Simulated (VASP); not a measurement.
# TeW (F-43m) in VASP: further runs

The runs below take TeW through single point, with PBE.

All numbers are computed with VASP 6.6.1; they aren't measurements. Logs are shortened: lines on timing, memory, paths and dates and some standing lists are left out, and cuts for length are marked.

## (1) The cell of the first run

It takes space group F-43m (No. 216, cubic). Conventional cell: a = 6.041 Å, b = 6.041 Å, c = 6.041 Å, α = 90.00°, β = 90.00°, γ = 90.00°. Within 3.5 Å of W (site symmetry -43m) lie 4 Te at 2.62 Å. Te (site symmetry -43m) has 4 W at 2.62 Å within 3.5 Å.

## (2) Single point, PBE, collinear spin

INCAR reads:

```
SYSTEM = TeW
PREC     = Accurate       ! precision mode
ENCUT    = 520            ! plane-wave cutoff, eV
EDIFF    = 1E-7           ! SCF threshold, eV
ISMEAR   = 0              ! smearing method
SIGMA    = 0.1            ! smearing width, eV
LREAL    = .False.        ! projectors in reciprocal space
LASPH    = .True.         ! aspherical terms in the spheres
NELM     = 150            ! most SCF steps
ALGO     = Normal         ! electronic algorithm
ISIF     = 2              ! what is computed and relaxed
LWAVE    = .False.        ! write WAVECAR
LCHARG   = .True.         ! write CHGCAR
ISPIN    = 2              ! spin polarisation
MAGMOM   = 1 0            ! initial moments
LORBIT   = 11             ! projections on sites
LMAXMIX  = 4              ! l up to which the mixer works
GGA      = PE             ! functional
LELF     = .True.         ! ELF
LVHAR    = .True.       
NBANDS   = 21             ! bands
```

KPOINTS reads:

```
regular mesh
0
Gamma
  12 12 12
  0 0 0
```

POSCAR reads:

```
TeW
1.0
    0.0000000000      3.0204485448      3.0204485448
    3.0204485448      0.0000000000      3.0204485448
    3.0204485448      3.0204485448      0.0000000000
W Te
1 1
Direct
    0.0000000000      0.0000000000      0.0000000000
    0.2500000000      0.2500000000      0.2500000000
```

Potentials or basis: VASP PAW PBE potentials, release 64 (W_sv, Te).

Started as:

```
cat potpaw_PBE.64/W_sv/POTCAR potpaw_PBE.64/Te/POTCAR > POTCAR
mpirun -np 1 vasp_std > vasp.out
```

OUTCAR:

```text
SYSTEM = TeW
   PREC = Accurate
   ENCUT = 520
   EDIFF = 1E-7
   ISMEAR = 0
   LREAL = .False.
   LASPH = .True.
   NELM = 150
   ISIF = 2
   ISPIN = 2
   LORBIT = 11
   GGA = PE

 ion  position               nearest neighbor table
   1  0.000  0.000  0.000-   2 2.62   2 2.62   2 2.62   2 2.62
   2  0.250  0.250  0.250-   1 2.62   1 2.62   1 2.62   1 2.62

  LATTYP: Found a face centered cubic cell.
 ALAT       =     6.0408970896

  Lattice vectors:

 A1 = (   0.0000000000,   3.0204485448,   3.0204485448)
 A2 = (   3.0204485448,   0.0000000000,   3.0204485448)
 A3 = (   3.0204485448,   3.0204485448,   0.0000000000)

Analysis of symmetry for initial positions (statically):
=====================================================================
 Subroutine PRICEL returns:
 Original cell was already a primitive cell.

 Routine SETGRP: Setting up the symmetry group for a
 face centered cubic supercell.

 Subroutine GETGRP returns: Found 24 space group operations
 (whereof 24 operations were pure point group operations)
 out of a pool of 48 trial point group operations.

The static configuration has the point symmetry T_d .

Analysis of symmetry for dynamics (positions and initial velocities):
=====================================================================
 Subroutine PRICEL returns:
 Original cell was already a primitive cell.

 Routine SETGRP: Setting up the symmetry group for a
 face centered cubic supercell.

 Subroutine GETGRP returns: Found 24 space group operations
 (whereof 24 operations were pure point group operations)
 out of a pool of 48 trial point group operations.

The dynamic configuration has the point symmetry T_d .

Analysis of structural, dynamic, and magnetic symmetry:
=====================================================================
 Subroutine PRICEL returns:
 Original cell was already a primitive cell.

 Routine SETGRP: Setting up the symmetry group for a
 face centered cubic supercell.

 Subroutine GETGRP returns: Found 24 space group operations
 (whereof 24 operations were pure point group operations)
 out of a pool of 48 trial point group operations.

The overall configuration has the point symmetry T_d .

 Subroutine INISYM returns: Found 24 space group operations
 (whereof 24 operations are pure point group operations),
 and found     1 'primitive' translations

----------------------------------------------------------------------------------------

                                     Primitive cell

  volume of cell :      55.1118

  direct lattice vectors                    reciprocal lattice vectors
     0.000000000  3.020448545  3.020448545    -0.165538327  0.165538327  0.165538327
     3.020448545  0.000000000  3.020448545     0.165538327 -0.165538327  0.165538327
     3.020448545  3.020448545  0.000000000     0.165538327  0.165538327 -0.165538327

  length of vectors
     4.271559297  4.271559297  4.271559297     0.286720794  0.286720794  0.286720794

  position of ions in fractional coordinates (direct lattice)
     0.000000000  0.000000000  0.000000000
     0.250000000  0.250000000  0.250000000

  ion indices of the primitive-cell ions
   primitive index   ion index
                 1           1
                 2           2

----------------------------------------------------------------------------------------

 KPOINTS: regular mesh

Automatic generation of k-mesh.
 Grid dimensions read from file:
 generate k-points for:   12   12   12

 Generating k-lattice:

  Cartesian coordinates                     Fractional coordinates (reciprocal lattice)
    -0.013794861  0.013794861  0.013794861     0.083333333  0.000000000  0.000000000
     0.013794861 -0.013794861  0.013794861     0.000000000  0.083333333  0.000000000
     0.013794861  0.013794861 -0.013794861     0.000000000  0.000000000  0.083333333

  Length of vectors
     0.023893399  0.023893399  0.023893399

  Shift w.r.t. Gamma in fractional coordinates (k-lattice)
     0.000000000  0.000000000  0.000000000

 Subroutine IBZKPT returns following result:
 ===========================================

 Found     72 irreducible k-points:

 Following reciprocal coordinates:
            Coordinates               Weight
  0.000000  0.000000  0.000000      1.000000
  0.083333  0.000000  0.000000      8.000000
  0.166667  0.000000  0.000000      8.000000
  0.250000  0.000000  0.000000      8.000000
  0.333333  0.000000  0.000000      8.000000
  0.416667  0.000000  0.000000      8.000000
[... 16 lines left out ...]
  0.500000  0.166667  0.000000     24.000000
 -0.416667  0.166667  0.000000     24.000000
 [... further k-points ...]
   k-points           NKPTS =     72   k-points in BZ     NKDIM =     72   number of bands    NBANDS=     21
   number of dos      NEDOS =    301   number of ions     NIONS =      2
   total plane-waves  NPLWV =  32768
   dimension x,y,z NGX =    32 NGY =   32 NGZ =   32
   dimension x,y,z NGXF=    64 NGYF=   64 NGZF=   64
   ions per type =               1   1
   NGX,Y,Z   is equivalent  to a cutoff of  12.45, 12.45, 12.45 a.u.
   NGXF,Y,Z  is equivalent  to a cutoff of  24.91, 24.91, 24.91 a.u.
 SYSTEM =  TeW
   PREC   = accura    normal or accurate (medium, high low for compatibility)
   ISTART =      0    job   : 0-new  1-cont  2-samecut
   ICHARG =      2    charge: 1-file 2-atom 10-const
   ISPIN  =      2    spin polarized calculation?
   LNONCOLLINEAR =      F non collinear calculations
   LSORBIT =      F    spin-orbit coupling
   LASPH  =      T    aspherical Exc in radial PAW
   ENCUT  =  520.0 eV  38.22 Ry    6.18 a.u.   7.94  7.94  7.94*2*pi/ulx,y,z
   NELM   =    150;   NELMIN=  2; NELMDL= -5     # of ELM steps
   EDIFF  = 0.1E-06   stopping-criterion for ELM
   LREAL  =      F    real-space projection
   EDIFFG = 0.1E-05   stopping-criterion for IOM
   NSW    =      0    number of steps for IOM
   IBRION =     -1    ionic relax: 0-MD 1-quasi-New 2-CG
   NFREE  =      0    steps in history (QN), initial steepest desc. (CG)
   ISIF   =      2    stress and relaxation
   ISYM   =      2    0-nonsym 1-usesym 2-fastsym
   POTIM  = 0.5000    time-step for ionic-motion
   TEBEG  =    0.0;   TEEND  =   0.0 temperature during run
   PSTRESS=    0.0 pullay stress
   NELECT =      20.0000    total number of electrons
   NUPDOWN=      -1.0000    fix difference up-down
   EMIN   =  10.00;   EMAX   =-10.00  energy-range for DOS
   EFERMI =   0.00;   METHOD = LEGACY
   ISMEAR =     0;   SIGMA  =   0.10  broadening in eV -4-tet -1-fermi 0-gaus
   EFERMI_NEDOS =   21; number of points for ismear=-14 and -15
   IALGO  =     38    algorithm
   IMIX   =      4    mixing-type and parameters
     AMIX     =   0.40;   BMIX     =  1.00
     AMIX_MAG =   1.60;   BMIX_MAG =  1.00
  volume/ion in A,a.u.               =      27.56       185.96
  Fermi-wavevector in a.u.,A,eV,Ry     =   1.167715  2.206661 18.552326  1.363557
  Thomas-Fermi vector in A             =   2.304211
   LORBIT       =     11    0 simple, 1 ext, 2 COOP (PROOUT), +10 PAW based schemes
   GGA     = PE    functional components
   LHFCALC =     F    Hartree Fock is set to
   AEXX    =    0.0000 exact exchange contribution
   IVDW    =     0    specifies the selected vdW correction
   LEPSILON=     F    determine dielectric tensor
   LRPA    =     F    only Hartree local field effects (RPA)
 spin polarized calculation
 Gauss-broadening in eV      SIGMA  =   0.10
  energy-cutoff  :      520.00
  volume of cell :       55.11
 maximum number of plane-waves:      1524
   NGX = 15   NGY = 15   NGZ = 15

 number of electron      19.9999999 magnetization       1.3686066

 Free energy of the ion-electron system (eV)
  ---------------------------------------------------
  ext. energy  EPLUGINS =         0.00000000
  ---------------------------------------------------
  free energy    TOTEN  =       -13.18863162 eV

  energy without entropy =      -13.17651424  energy(sigma->0) =      -13.18257293

 E-fermi :   6.7197     XC(G=0): -10.0235

 val. band max:        6.7148909613   @ k =   0.0833   0.0833   0.0000
 cond. band min:       6.7221169980   @ k =   0.5000   0.4167   0.0833
 fundamental gap:      0.0072260367
 Fermi energy:         6.7197195746

 spin component 1

 k-point     1 :       0.0000    0.0000    0.0000
  band No.  band energies     occupation
      1     -67.3421      1.00000
      2     -31.7040      1.00000
      3     -31.7040      1.00000
      4     -31.7040      1.00000
      5      -6.4211      1.00000
      6       2.3819      1.00000
[... 13 lines left out ...]
     20      17.6063      0.00000
     21      17.6063      0.00000
[... 529 lines left out ...]
 k-point    24 :      -0.4167    0.1667    0.0000
  band No.  band energies     occupation
      1     -67.3416      1.00000
      2     -31.7261      1.00000
      3     -31.7112      1.00000
      4     -31.7085      1.00000
      5      -5.4011      1.00000
      6       1.1617      1.00000
[... 13 lines left out ...]
     20      18.0483      0.00000
     21      20.7488      0.00000

 [... further k-points ...]

 spin component 2

 k-point     1 :       0.0000    0.0000    0.0000
  band No.  band energies     occupation
      1     -66.8691      1.00000
      2     -31.0618      1.00000
      3     -31.0618      1.00000
      4     -31.0618      1.00000
      5      -6.3224      1.00000
      6       2.6496      1.00000
[... 13 lines left out ...]
     20      17.8023      0.00000
     21      17.8023      0.00000
[... 529 lines left out ...]
 k-point    24 :      -0.4167    0.1667    0.0000
  band No.  band energies     occupation
      1     -66.8685      1.00000
      2     -31.0844      1.00000
      3     -31.0691      1.00000
      4     -31.0664      1.00000
      5      -5.3544      1.00000
      6       1.4170      1.00000
[... 13 lines left out ...]
     20      18.3644      0.00000
     21      20.9539      0.00000

 [... further k-points ...]

------------------------ aborting loop because EDIFF is reached ----------------------------------------

  FORCE on cell =-STRESS in cart. coord.  units (eV):
  Direction    XX          YY          ZZ          XY          YZ          ZX
  --------------------------------------------------------------------------------------
  -------------------------------------------------------------------------------------
  Total        1.4020221      1.4020221      1.4020221      0.0000000      0.0000000      0.0000000
  in kB       40.7587753     40.7587753     40.7587753      0.0000000      0.0000000      0.0000000
  external PRESSURE =      40.7587753 kB  Pullay stress =       0.0000000 kB

 VOLUME and BASIS-vectors are now :
 -----------------------------------------------------------------------------
  energy-cutoff  :      520.00
  volume of cell :       55.11
      direct lattice vectors                 reciprocal lattice vectors
     0.000000000  3.020448545  3.020448545    -0.165538327  0.165538327  0.165538327
     3.020448545  0.000000000  3.020448545     0.165538327 -0.165538327  0.165538327
     3.020448545  3.020448545  0.000000000     0.165538327  0.165538327 -0.165538327

 POSITION                                       TOTAL-FORCE (eV/Angst)
 -----------------------------------------------------------------------------------
      0.00000      0.00000      0.00000        -0.000000     -0.000000     -0.000000
      1.51022      1.51022      1.51022         0.000000      0.000000      0.000000
 -----------------------------------------------------------------------------------
    total drift:                               -0.000000     -0.000000     -0.000000

  FREE ENERGIE OF THE ION-ELECTRON SYSTEM (eV)
  ---------------------------------------------------
  free  energy   TOTEN  =       -13.1886316227 eV

  energy  without entropy=      -13.1765142426  energy(sigma->0) =      -13.18257293

 total charge

# of ion       s       p       d       tot
------------------------------------------
    1        2.336   6.143   3.541  12.020
    2        1.322   2.080   0.148   3.550
--------------------------------------------------
tot          3.658   8.223   3.689  15.570

 magnetization (x)

# of ion       s       p       d       tot
------------------------------------------
    1        0.039   0.014   1.025   1.078
    2       -0.008  -0.045   0.028  -0.026
--------------------------------------------------
tot          0.030  -0.031   1.053   1.052
```

Run time: 54 s. Hardware: 1 thread of Intel Xeon 6975P-C (Granite Rapids), shared host; peak memory 0.29 GiB.

What came out:

```yaml
Free_energy: -13.1886 eV
Pressure: 4.1 GPa
Net_moment: 1.37 μB per cell
Site_moments: W +1.08; Te -0.03 μB
Valence_electrons_inside_the_program's_atomic_spheres: W 12.02; Te 3.55
```

Levels at points of the mesh, in eV from the Fermi level:
Spin up:
| k point | band 7 | band 8 | band 9 | band 10 | band 11 | band 12 | band 13 | band 14 | band 15 | band 16 |
| --- | --- | --- | --- | --- | --- | --- | --- | --- | --- | --- |
| (0.00, 0.00, 0.00) | -4.34 | -4.34 | -0.94 | -0.94 | 1.44 | 4.51 | 4.51 | 4.51 | 5.78 | 5.78 |
| (0.50, 0.00, 0.00) | -4.04 | -4.04 | -0.65 | -0.65 | -0.57 | 2.04 | 2.04 | 3.15 | 7.70 | 7.70 |
| (0.50, 0.50, 0.00) | -3.44 | -3.44 | -1.58 | -1.05 | -0.40 | 0.39 | 0.39 | 5.68 | 5.83 | 9.95 |
Spin down:
| k point | band 6 | band 7 | band 8 | band 9 | band 10 | band 11 | band 12 | band 13 |
| --- | --- | --- | --- | --- | --- | --- | --- | --- |
| (0.00, 0.00, 0.00) | -4.07 | -4.07 | -4.07 | 0.13 | 0.13 | 1.70 | 4.78 | 4.78 |
| (0.50, 0.00, 0.00) | -5.49 | -3.74 | -3.74 | -0.03 | 0.34 | 0.34 | 2.42 | 2.42 |
| (0.50, 0.50, 0.00) | -5.81 | -3.26 | -3.26 | -1.20 | -0.15 | 0.77 | 0.90 | 0.90 |

Caveat: the cell stands under pressure; spin-orbit coupling is left out, which moves the levels of the heavy elements.

## (3) Single point, PBE, collinear spin

This run uses another cell than the first one, of 28.70 Å³/atom.

INCAR reads:

```
PREC = Accurate
ENCUT = 520
EDIFF = 1E-7
ISMEAR = 0
SIGMA = 0.1
LREAL = F
LASPH = T
NELM = 150
ALGO = Normal
ISIF = 2
LWAVE = F
LCHARG = F
ISPIN = 2
MAGMOM = 1.05 0
LORBIT = 11
LMAXMIX = 4
GGA = PE
NBANDS = 21
```

KPOINTS reads:

```
Automatic mesh
0
Gamma
  12 12 12
```

POSCAR reads:

```
TeW
1.0
    0.0000000000      3.0618296945      3.0618296945
    3.0618296945      0.0000000000      3.0618296945
    3.0618296945      3.0618296945      0.0000000000
W Te
1 1
Direct
    0.0000000000      0.0000000000      0.0000000000
    0.2500000000      0.2500000000      0.2500000000
```

Potentials or basis: VASP PAW PBE potentials, release 64 (W_sv, Te).

Started as:

```
cat potpaw_PBE.64/W_sv/POTCAR potpaw_PBE.64/Te/POTCAR > POTCAR
mpirun -np 1 vasp_std > vasp.out
```

It took 52 s on 1 thread of Intel Xeon 6975P-C (Granite Rapids), shared host; peak memory 0.3 GiB.

Results (log left out):

```yaml
Free_energy: -13.2170 eV
Pressure: 0.0 GPa
Net_moment: 1.40 μB per cell
Site_moments: W +1.10; Te -0.03 μB
Valence_electrons_inside_the_program's_atomic_spheres: W 11.96; Te 3.51
```

Levels at points of the mesh, in eV from the Fermi level:
Spin up:
```tsv
k point	band 7	band 8	band 9	band 10	band 11	band 12	band 13	band 14	band 15	band 16
(0.00, 0.00, 0.00)	-4.24	-4.24	-0.95	-0.95	1.21	4.25	4.25	4.25	5.55	5.55
(0.50, 0.00, 0.00)	-3.97	-3.97	-0.68	-0.68	-0.58	1.90	1.90	2.97	7.40	7.40
(0.50, 0.50, 0.00)	-3.42	-3.42	-1.50	-1.08	-0.44	0.34	0.34	5.34	5.57	9.53
```
Spin down:
| k point | band 6 | band 7 | band 8 | band 9 | band 10 | band 11 | band 12 | band 13 |
| --- | --- | --- | --- | --- | --- | --- | --- | --- |
| (0.00, 0.00, 0.00) | -3.98 | -3.98 | -3.98 | 0.15 | 0.15 | 1.50 | 4.54 | 4.54 |
| (0.50, 0.00, 0.00) | -5.38 | -3.67 | -3.67 | -0.04 | 0.34 | 0.34 | 2.30 | 2.30 |
| (0.50, 0.50, 0.00) | -5.67 | -3.25 | -3.25 | -1.11 | -0.16 | 0.76 | 0.86 | 0.86 |

Caveat: spin-orbit coupling is left out, which moves the levels of the heavy elements.

[end of part 1 of 2]
